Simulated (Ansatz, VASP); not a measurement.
**One calculation of AlAu4, two programs**

Contents of INCAR:

```
  PREC = Accurate
  ENCUT = 520
  EDIFF = 1E-6
  ISMEAR = 0
  SIGMA = 0.1
  LREAL = False
  LASPH = True
  NELM = 100
  ALGO = Fast
  ISIF = 2
  LWAVE = False
  LCHARG = True
  GGA = PS
  LELF = True
  LVHAR = True
  NBANDS = 32
```

Contents of KPOINTS:

```
Automatic mesh
0
Gamma
  12 12 4
```

File POSCAR:

```
AlAu4
1.0
    2.3887322294     -1.8113891457     -0.0722565070
    2.3887322294      1.8113891457     -0.0722565070
   -1.2769136604      0.0000000000     11.2689229146
Al Au
1 4
Direct
    0.0000000000      0.0000000000      0.0000000000
    0.5912874122      0.5912874122      0.8130123237
    0.2090413298      0.2090413298      0.6234723388
    0.7909586702      0.7909586702      0.3765276612
    0.4087125878      0.4087125878      0.1869876763
```

Input for Ansatz:

```yaml
crystal:
  lattice:
    - [2.3887322294, -1.8113891457, -0.072256507]
    - [2.3887322294, 1.8113891457, -0.072256507]
    - [-1.2769136604, 0.0, 11.2689229146]
  atoms:
    - { symbol: Al, position: [0.0, 0.0, 0.0] }
    - { symbol: Au, position: [0.5912874122, 0.5912874122, 0.8130123237] }
    - { symbol: Au, position: [0.2090413298, 0.2090413298, 0.6234723388] }
    - { symbol: Au, position: [0.7909586702, 0.7909586702, 0.3765276612] }
    - { symbol: Au, position: [0.4087125878, 0.4087125878, 0.1869876763] }
basis:
  ecutwfc: 420
kpoints:
  mp_grid: { grid: [12, 12, 4] }
hamiltonian:
  xc: pbesol
scf:
  occupations: { method: gaussian, width: 0.1 }
output:
  forces: true
  stress: true
  eigenvalues: true
```

Alike in both runs: task single point; functional PBEsol; k mesh 12 × 12 × 4; occupations gaussian, width 0.1 eV; no spin polarisation.

|  | VASP | Ansatz |
| --- | --- | --- |
| version | VASP 6.6.1 | Ansatz 0.2.0 |
| potentials or method | VASP PAW PBE potentials, release 64 (Al, Au), cutoff 520 eV | scalar-relativistic, plane waves, PAW |
| valence electrons in the cell | 47 | 79 |

Ansatz gave:

```
gap on the k mesh at the Fermi level (eV)                     : none
pressure (GPa)                                                : -9.3
traceless stress, the component that is largest in VASP (GPa) : 2.33
rms of the force components (eV/Å)                            : 0.780
```

Q: Which values does VASP return?

A: gap on the k mesh at the Fermi level (eV): none; pressure (GPa): -9.4; traceless stress, the component that is largest in VASP (GPa): 2.32; rms of the force components (eV/Å): 0.775.

VASP's potentials were made for PBE, not for PBEsol. Atom by atom the forces differ by 0.006 eV/Å (rms over components). A gap of «none» marks a metal or a gap that the smearing closes. VASP's potentials hold 47 valence electrons a cell and Ansatz's 79, so a difference there can come from the potentials and not from the codes.

Neither program's run includes spin-orbit coupling.
